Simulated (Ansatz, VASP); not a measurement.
**One calculation of C, two programs**

```
C
1.0
     2.45581    0.00000    0.00000
    -1.22790    2.12679    0.00000
     0.10555    0.00000    7.03642
C
4
Direct
  0.00000 0.00000 0.25000
  0.00000 0.00000 0.75000
  0.33333 0.66667 0.25000
  0.66667 0.33333 0.75000
```

Change from the starting cell: shear of c along a, cell held, atoms relaxed: +1.5 %.

Alike in both runs: functional r2SCAN; k mesh 24 × 24 × 8; occupations gaussian, width 0.1 eV; no spin polarisation.

Ansatz relaxed the structure, and its values are those at the end. VASP's run is a single point on that final structure, the one shown.

```csv
,VASP,Ansatz
version,VASP 6.6.1,Ansatz 0.2.0
potentials or method,"VASP PAW PBE potentials, release 64 (C), cutoff 520 eV","scalar-relativistic, plane waves, PAW"
valence electrons in the cell,16,16
```

```csv
,VASP,Ansatz,Ansatz less VASP
gap on the k mesh at the Fermi level (eV),none,none,-
pressure (GPa),0.7,0.0,-0.65
```

VASP's potentials were made for PBE, not for r2SCAN. A gap of «none» marks a metal or a gap that the smearing closes. The functional is the same, so the differences come from potentials, cutoffs and numerics. Ansatz's warnings: stress scf threshold loose.
